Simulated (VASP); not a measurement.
GeSbTe3:

```
Ge Sb Te
1.0
     6.02576    0.00000    0.00000
    -3.01288    5.21846    0.00000
     0.00000    0.00000    5.73195
Ge Sb Te
1 1 3
Direct
  0.00000 0.00000 0.50000
  0.00000 0.00000 0.00000
  0.50000 0.00000 0.00000
  0.00000 0.50000 0.00000
  0.50000 0.50000 0.00000
```

The cell was generated, and may not be a known phase.

- Program: VASP 6.6.1
- Task: relaxation of cell and atoms
- Functional: PBE
- Potentials or basis: VASP PAW PBE potentials, release 64 (Ge_d, Sb, Te)
- Cutoff: 600 eV
- k mesh: 3 × 3 × 4
- Occupations: gaussian, width 0.1 eV
- Spin: no spin polarisation

At the start: pressure 6.7 GPa; volume 36.05 Å³/atom.

Where does the relaxation end?

Over 6 steps the energy falls by 198.9 meV/atom and the volume is 38.96 Å³/atom (+8.1 %); space group P6/mmm (No. 191, to 0.1 Å) before and after.

Step by step:
| step | energy change (eV) | largest force (eV/Å) | pressure (GPa) | volume (Å³) |
| --- | --- | --- | --- | --- |
| 1 | 0.0000 | 0.0000 | 6.71 | 180.24 |
| 2 | -0.5485 | 0.0000 | -3.57 | 220.44 |
| 3 | -0.9462 | 0.0000 | -1.06 | 202.47 |
| 4 | -0.9461 | 0.0000 | -0.95 | 202.02 |
| 5 | -0.9923 | 0.0000 | -0.30 | 196.26 |
| 6 | -0.9947 | 0.0000 | -0.10 | 194.79 |

Final structure:
```
Ge Sb Te
1.0
     6.44692    0.00000    0.00000
    -3.22346    5.58320    0.00000
     0.00000    0.00000    5.41168
Ge Sb Te
1 1 3
Cartesian
  0.0000 0.0000 2.7058
  0.0000 0.0000 0.0000
  3.2235 0.0000 0.0000
  -1.6117 2.7916 0.0000
  1.6117 2.7916 0.0000
```

Caveat: the k points lie up to 0.38 Å⁻¹ apart in the final cell, too coarse for converged energies and pressures of a metal.
